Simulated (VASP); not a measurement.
Runs of VASP 6.6.1 on SiC (Moissanite 3C). The structure is that of space group F-43m (No. 216), or close to it. The cells are those of the table. 

| task | level | cell | k mesh | cutoff (eV) | smearing | grid for exact exchange (PRECFOCK) | gap on the mesh (eV) | pressure (GPa) |
| --- | --- | --- | --- | --- | --- | --- | --- | --- |
| single point | r2SCAN | a = 3.080 Å, angles 60.0°, 2 atoms | 10 × 10 × 10 | 660 | gaussian 0.01 eV | - | 1.73 | -0.4 |
| single point | PBE | a = 3.080 Å, angles 60.0°, 2 atoms | 10 × 10 × 10 | 520 | fermi-dirac 0.02 eV | - | (a) | (b) |
| single point | PBE0 | a = 3.080 Å, angles 60.0°, 2 atoms | 8 × 8 × 8 | 520 | gaussian 0.01 eV | Normal | 2.96 | -1.7 |
| single point | PBE | a = 3.097 Å, angles 60.0°, 2 atoms | 8 × 8 × 8 | 600 | gaussian 0.01 eV | - | 1.37 | -0.2 |
| single point | PBE | a = 3.097 Å, angles 60.0°, 2 atoms | 10 × 10 × 10 | 520 | fermi-dirac 0.02 eV | - | 1.37 | 0.0 |
| relaxation of cell and atoms | PBE | relaxed from a = 3.082 Å, angles 60.0°, 2 atoms | 10 × 10 × 10 | 600 | fermi-dirac 0.02 eV | - | 1.37 | 0.0 |
| single point | r2SCAN | a = 3.080 Å, angles 60.0°, 2 atoms | 10 × 10 × 10 | 520 | gaussian 0.01 eV | - | 1.72 | -0.1 |
| single point | r2SCAN | a = 3.111 Å, angles 60.0°, 2 atoms | 8 × 8 × 8 | 660 | gaussian 0.01 eV | - | 1.74 | -6.7 |

Alike in all rows: potentials or basis VASP PAW PBE potentials, release 64 (Si, C); no spin polarisation.

Problem. Estimate the missing entries.

Solution. (a) 1.36; (b) 3.5.

Caveats: the PAW data sets were made with another functional, which shifts forces and pressure a little (some runs).

A k mesh can miss the band edges.
